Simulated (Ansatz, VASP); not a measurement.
TiAlF: VASP beside Ansatz

```
Ti Al F
1.0
     3.69588    0.00000    0.00000
     0.00000    3.69588    0.00000
     0.00000    0.00000    6.71089
Ti Al F
2 2 2
Direct
  0.00000 0.00000 0.00000
  0.50000 0.50000 0.00000
  0.00000 0.50000 0.40527
  0.50000 0.00000 0.59473
  0.00000 0.50000 0.81910
  0.50000 0.00000 0.18090
```

Change from the starting cell: species swapped into the CaNiGe type (P4/nmm, No. 129).

Alike in both runs: functional PBE; k mesh 10 × 10 × 6; occupations gaussian, width 0.1 eV; no spin polarisation.

Ansatz relaxed the structure, and its values are those at the end. VASP's run is a single point on that final structure, the one shown.

```csv
,VASP,Ansatz
version,VASP 6.6.1,Ansatz 0.2.0
potentials or method,"VASP PAW PBE potentials, release 64 (Ti_sv, Al, F), cutoff 520 eV","scalar-relativistic, plane waves, PAW"
valence electrons in the cell,44,44
```

VASP gave:

```
gap on the k mesh at the Fermi level (eV) : none
pressure (GPa)                            : 0.1
rms of the force components (eV/Å)        : 0.016
```

**Question.** Estimate Ansatz's values.

**Answer.** gap on the k mesh at the Fermi level (eV): none; pressure (GPa): 0.0; rms of the force components (eV/Å): 0.001.

A gap of «none» marks a metal or a gap that the smearing closes.
